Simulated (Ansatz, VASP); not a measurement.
## KBr: VASP beside Ansatz

```
CELL_PARAMETERS angstrom
0.00000 3.30000 3.30000
3.30000 0.00000 3.30000
3.30000 3.30000 0.00000
ATOMIC_POSITIONS crystal
Br 0.50000 0.50000 0.50000
K 0.00000 0.00000 0.00000
```

Alike in both runs: task relaxation of cell and atoms; functional revPBE; dispersion D3(BJ); k mesh 7 × 7 × 7; occupations fermi-dirac, width 0.05 eV; no spin polarisation.

|  | VASP | Ansatz |
| --- | --- | --- |
| version | VASP 6.6.1 | Ansatz 0.2.0 |
| potentials or method | VASP PAW PBE potentials, release 64 (Br, K_sv), cutoff 600 eV | all-electron LAPW, scalar-relativistic |

Ansatz gave:

```
relaxed volume (Å³/atom)                                     : 36.03
relaxed cell length with the largest relative difference (Å) : 4.671
```

Task: What did VASP give for the same quantities?

Result: Relaxed volume (Å³/atom): 36.23; relaxed cell length with the largest relative difference (Å): 4.679.

VASP's potentials were made for PBE, not for revPBE. Ansatz ran all-electron here, and VASP with PAW potentials.
